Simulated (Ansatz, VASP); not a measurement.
**One calculation of Na2S, two programs**

INCAR

```
SYSTEM = Na2S
PREC = Accurate
ENCUT = 500
EDIFF = 1E-6
ISMEAR = 0
SIGMA = 0.01
LREAL = .FALSE.
LASPH = .TRUE.
NELM = 120
ALGO = Normal
ISIF = 2
LWAVE = .FALSE.
LCHARG = .FALSE.
GGA = PS
NBANDS = 17
GGA_COMPAT = .FALSE.
```

Contents of KPOINTS:

```
Automatic mesh
0
G
  6 6 6
  0 0 0
```

File POSCAR:

```
Na2S
1.0
    0.0000000000      3.2554324741      3.2554324741
    3.2554324741      0.0000000000      3.2554324741
    3.2554324741      3.2554324741      0.0000000000
S Na
1 2
Direct
    0.0000000000      0.0000000000      0.0000000000
    0.2500000000      0.2500000000      0.2500000000
    0.7500000000      0.7500000000      0.7500000000
```

Input for Ansatz:

```yaml
crystal:
  lattice:
    - [0.0, 3.2554324741, 3.2554324741]
    - [3.2554324741, 0.0, 3.2554324741]
    - [3.2554324741, 3.2554324741, 0.0]
  atoms:
    - { symbol: S, position: [0.0, 0.0, 0.0] }
    - { symbol: Na, position: [0.25, 0.25, 0.25] }
    - { symbol: Na, position: [0.75, 0.75, 0.75] }
kpoints:
  mp_grid: { grid: [6, 6, 6] }
hamiltonian:
  xc: pbesol
scf:
  occupations: { method: fixed }
  n_extra_bands: 4
output:
  forces: true
  stress: true
  eigenvalues: true
  write_density: true
  write_potential: true
  elf: true
  volumetric_format: npy
```

Alike in both runs: task single point; functional PBEsol; k mesh 6 × 6 × 6; no spin polarisation.

|  | VASP | Ansatz |
| --- | --- | --- |
| version | VASP 6.6.1 | Ansatz 0.2.0 |
| potentials or method | VASP PAW PBE potentials, release 64 (S, Na_pv) | plane waves, PAW |
| plane-wave cutoff (eV) | 500 | 420 |
| occupations | gaussian, width 0.01 eV | fixed |
| valence electrons in the cell | 20 | 24 |

```csv
,VASP,Ansatz,Ansatz less VASP
gap on the k mesh at the Fermi level (eV),2.41,2.41,+0.005
pressure (GPa),-0.1,-0.1,-0.04
```

VASP's potentials were made for PBE, not for PBEsol. VASP's potentials hold 20 valence electrons a cell and Ansatz's 24, so a difference there can come from the potentials and not from the codes.
